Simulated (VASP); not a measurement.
Here is a VASP 6.6.1 calculation.

The input POSCAR:

```
Ge
1.0
    3.8513951976      0.0000000000      0.0000000000
   -1.9256975988      3.3354060811      0.0000000000
    0.0000000000      0.0000000000      6.3744336357
Ge
4
Direct
    0.6666666667      0.3333333333      0.0633699677
    0.3333333333      0.6666666667      0.5633699677
    0.6666666667      0.3333333333      0.4366300323
    0.3333333333      0.6666666667      0.9366300323
```

Contents of INCAR.step1:

```
PREC = Accurate
ENCUT = 520
ISMEAR = 0
SIGMA = 0.01
LREAL = False
LASPH = True
NELM = 60
NBANDS = 36
GGA = PE
ALGO = Normal
EDIFF = 1E-4
LWAVE = True
LCHARG = False
```

The input INCAR.step2:

```
PREC = Accurate
ENCUT = 520
EDIFF = 1E-7
ISMEAR = 0
SIGMA = 0.01
LREAL = False
LASPH = True
NELM = 60
ALGO = Normal
ISIF = 2
LWAVE = False
LCHARG = False
METAGGA = R2SCAN
LMIXTAU = True
NBANDS = 36
ISTART = 1
```

Contents of KPOINTS:

```
regular mesh
0
Gamma
  12 12 6
```

Potentials or basis: VASP PAW PBE potentials, release 64 (Ge_d).

The run is started by

```sh
$ cat potpaw_PBE.64/Ge_d/POTCAR > POTCAR
$ cp INCAR.step1 INCAR
$ mpirun -np 1 vasp_std > vasp.out
$ cp INCAR.step2 INCAR
$ mpirun -np 1 vasp_std > vasp.out
```

Q: What does it give for the pressure?

A: 10.1 GPa.

Q: What does it give for the band gap on the k mesh?

A: 0.39 eV, direct.

Q: Predict the largest force.

A: 0.008 eV/Å.

Forces in eV/Å, atoms in the order of the input:
```
Ge   0.000  0.000  0.008
Ge   0.000  0.000  0.008
Ge   0.000  0.000 -0.008
Ge   0.000  0.000 -0.008
```

Caveat: the PAW data sets were made with another functional, which shifts forces and pressure a little. A k mesh can miss the band edges.
